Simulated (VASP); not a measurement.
Runs of VASP 6.6.1 on TaN (rocksalt type). The structure is that of space group Fm-3m (No. 225), or close to it. The cells are those of the table. 

```csv
cell,gap on the mesh (eV),pressure (GPa)
"a = 2.899 Å, angles 60.0°, 2 atoms",none,122.7
"a = 2.692 Å, angles 60.0°, 2 atoms",none,396.6
"a = 2.993 Å, angles 60.0°, 2 atoms",none,(b)
"a = 2.799 Å, angles 60.0°, 2 atoms",none,226.6
"a = 3.123 Å, angles 60.0°, 2 atoms",none,0.8
"a = 3.060 Å, angles 60.0°, 2 atoms",none,(a)
```

Alike in all rows: task single point; level PBE; potentials or basis VASP PAW PBE potentials, release 64 (Ta_pv, N); no spin polarisation; k mesh 15 × 15 × 15; cutoff (eV) 520; smearing fermi-dirac 0.08 eV.

Q: Fill in the values left out.

A: (a) 24.5; (b) 57.4.

Caveats: spin-orbit coupling is left out, which moves the levels of the heavy elements.

A k mesh can miss the band edges, and the runs leave out spin-orbit coupling on Ta.

A gap of «none» marks levels without a gap at the run's occupations.
